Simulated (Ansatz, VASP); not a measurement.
# One calculation of ScIn2N3, two programs

The input INCAR:

```
ALGO = Normal ; EDIFF = 1E-6
ENCUT = 520 ; GGA = PE
ISIF = 2 ; ISMEAR = 0
ISPIN = 2 ; LASPH = T
LCHARG = F ; LMAXMIX = 4
LORBIT = 11 ; LREAL = F
LWAVE = F ; MAGMOM = 0 0 0 1 1 1
NBANDS = 39 ; NELM = 150
PREC = Accurate ; SIGMA = 0.1
```

The input KPOINTS:

```
k-points
0
Gamma
  6 6 2
```

The input POSCAR:

```
ScIn2N3
1.0
    3.1628075800      0.0000000000      0.0000000000
    0.0000000000      3.1628075800      0.0000000000
    0.0000000000      0.0000000000      9.5758278700
Sc In N
1 2 3
Direct
    0.5000000000      0.5000000000      0.0000000000
    0.5000000000      0.5000000000      0.3248246900
    0.5000000000      0.5000000000      0.6751753100
    0.0000000000      0.0000000000      0.8390681100
    0.0000000000      0.0000000000      0.1609318900
    0.0000000000      0.0000000000      0.5000000000
```

Input for Ansatz:

```yaml
crystal:
  lattice:
    - [3.16280758, 0.0, 0.0]
    - [0.0, 3.16280758, 0.0]
    - [0.0, 0.0, 9.57582787]
  atoms:
    - { symbol: Sc, position: [0.5, 0.5, 0.0] }
    - { symbol: In, position: [0.5, 0.5, 0.32482469] }
    - { symbol: In, position: [0.5, 0.5, 0.67517531] }
    - { symbol: "N", position: [0.0, 0.0, 0.83906811], spin: 1.0 }
    - { symbol: "N", position: [0.0, 0.0, 0.16093189], spin: 1.0 }
    - { symbol: "N", position: [0.0, 0.0, 0.5], spin: 1.0 }
basis:
  ecutwfc: 420
kpoints:
  mp_grid: { grid: [6, 6, 2] }
hamiltonian:
  xc: pbe
scf:
  occupations: { method: gaussian, width: 0.1 }
  lower_state_search: "off"
output:
  forces: true
  stress: true
  eigenvalues: true
  populations: true
magnetization:
  spin_polarized: true
```

Change from the starting cell: species swapped into the Li3Tl2Cd type (P4/mmm, No. 123).

Alike in both runs: task single point; functional PBE; k mesh 6 × 6 × 2; occupations gaussian, width 0.1 eV; collinear spin.

```csv
,VASP,Ansatz
version,VASP 6.6.1,Ansatz 0.2.0
potentials or method,"VASP PAW PBE potentials, release 64 (Sc_sv, In_d, N), cutoff 520 eV","scalar-relativistic, plane waves, PAW"
valence electrons in the cell,52,52
```

|  | VASP | Ansatz | Ansatz less VASP |
| --- | --- | --- | --- |
| gap on the k mesh at the Fermi level (eV) | none | none | - |
| pressure (GPa) | -19.3 | -19.3 | -0.02 |
| traceless stress, the component that is largest in VASP (GPa) | -1.33 | -1.34 | -0.010 |
| rms of the force components (eV/Å) | 0.346 | 0.347 | +0.0011 |
| net moment per atom (μB) | 0.10 | 0.10 | 0.000 |
| size of the moment on the site where the two differ most (μB) | 0.39 | 0.52 | +0.136 |

Site moments also hang on the region over which each program counts them. Atom by atom the forces differ by 0.002 eV/Å (rms over components). A gap of «none» marks a metal or a gap that the smearing closes. The functional is the same, so the differences come from potentials, cutoffs and numerics.
